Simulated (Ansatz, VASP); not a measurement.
**NbAl3Pb in VASP and in Ansatz**

```xyz
5
Lattice="3.5684 -3.6023 0.0000 3.5684 3.6023 0.0000 0.0000 0.0000 5.0704" Properties=species:S:1:pos:R:3 pbc="T T T"
Al    0.0000    0.0000    0.0000
Al    1.7842    1.8011    2.5352
Al    1.7842   -1.8011    2.5352
Nb    0.0000    0.0000    2.5352
Pb    3.5684    0.0000    0.0000
```

Alike in both runs: functional PBE; k mesh 8 × 8 × 8; occupations gaussian, width 0.1 eV; no spin polarisation.

Ansatz relaxed the structure, and its values are those at the end. VASP's run is a single point on that final structure, the one shown.

|  | VASP | Ansatz |
| --- | --- | --- |
| version | VASP 6.6.1 | Ansatz 0.2.0 |
| potentials or method | VASP PAW PBE potentials, release 64 (Al, Nb_sv, Pb_d), cutoff 520 eV | scalar-relativistic, plane waves, PAW |
| valence electrons in the cell | 36 | 36 |

```tsv
	VASP	Ansatz	Ansatz less VASP
gap on the k mesh at the Fermi level (eV)	none	none	-
pressure (GPa)	-0.1	0.0	+0.07
```

A gap of «none» marks a metal or a gap that the smearing closes.

Neither program's run includes spin-orbit coupling.
